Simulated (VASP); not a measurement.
Input of a VASP 6.6.1 run:

The input INCAR:

```
SYSTEM = BaTe
ALGO     = Normal         ! electronic algorithm
EDIFF    = 1E-6           ! SCF threshold, eV
ENCUT    = 520            ! plane-wave cutoff, eV
GGA      = PS             ! functional
ISIF     = 2              ! what is computed and relaxed
ISMEAR   = 0              ! smearing method
LASPH    = .TRUE.         ! aspherical terms in the spheres
LCHARG   = .TRUE.         ! write CHGCAR
LELF     = .TRUE.         ! ELF
LREAL    = .FALSE.        ! projectors in reciprocal space
LVHAR    = .TRUE.       
LWAVE    = .FALSE.        ! write WAVECAR
NBANDS   = 15             ! bands
NELM     = 60             ! most SCF steps
PREC     = Accurate       ! precision mode
SIGMA    = 0.01           ! smearing width, eV
```

The input KPOINTS:

```
k-points
0
G
  6 6 6
  0 0 0
```

The input POSCAR:

```
BaTe
1.0
    3.4540146171      3.4540146171      0.0000000000
   -3.4540146171      3.4540146171      0.0000000000
    0.0000000000      3.4540146171      3.4817855889
Ba Te
1 1
Direct
    0.0000000000      0.0000000000      0.0000000000
    0.5000000000      0.5000000000      0.0000000000
```

Potentials or basis: VASP PAW PBE potentials, release 64 (Ba_sv, Te).

Run with:

```console
$ cat potpaw_PBE.64/Ba_sv/POTCAR potpaw_PBE.64/Te/POTCAR > POTCAR
$ mpirun -np 1 vasp_std > vasp.out
```

(1) Estimate the band gap on the k mesh.

(2) Estimate the pressure.

Answers

(1) 1.35 eV, indirect (least direct gap 1.73 eV).

(2) 0.6 GPa.

Caveat: the cell differs from its parent crystal (in-plane strain -0.005); the PAW data sets were made with another functional, which shifts forces and pressure a little; spin-orbit coupling is left out, which moves the levels of the heavy elements.
